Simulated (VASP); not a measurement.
Set up this calculation in VASP 6.6.1, as the native input.

* Task: single point
* Functional: PBE
* Potentials or basis: VASP PAW PBE potentials, release 64 (K_sv, Br)
* Cutoff: 520 eV
* k mesh: 6 × 6 × 4
* Occupations: gaussian, width 0.05 eV
* Spin: no spin polarisation
* Dipole correction: no
* Further INCAR settings: ALGO = Normal; EDIFF = 1e-07; NBANDS = 24

The structure of KBr lies in POSCAR:

```
KBr
1.0
    0.0000000000     -3.3497787290     -3.3497787290
    0.0000000000      3.3497787290     -3.3497787290
    6.6995574579      0.0000000000      0.0000000000
K Br
2 2
Direct
    0.5000000000      0.5000000000      0.5000000000
    0.0000000000      1.0000000000      0.0000000000
    0.5000000000      0.5000000000      0.0000000000
    0.0000000000      0.0000000000      0.5000000000
```

The input as run:

INCAR

```
PREC = Accurate
ENCUT = 520
EDIFF = 1E-7
ISMEAR = 0
SIGMA = 0.05
LREAL = F
LASPH = T
NELM = 100
ALGO = Normal
ISIF = 2
LWAVE = F
LCHARG = F
GGA = PE
NBANDS = 24
```

KPOINTS

```
regular mesh
0
Gamma
  6 6 4
```

Potentials or basis: VASP PAW PBE potentials, release 64 (K_sv, Br).

Launch:

```bash
$ cat potpaw_PBE.64/K_sv/POTCAR potpaw_PBE.64/Br/POTCAR > POTCAR
$ mpirun -np 1 vasp_std > vasp.out
```

Results of the run:

```json
{
  "Pressure": "0.1 GPa",
  "Band gap on the k mesh": "4.32 eV"
}
```

Wall time 86 s on 1 thread of AMD EPYC 7R13 Processor (Zen 3), with other jobs on the host, peak memory 0.25 GiB.
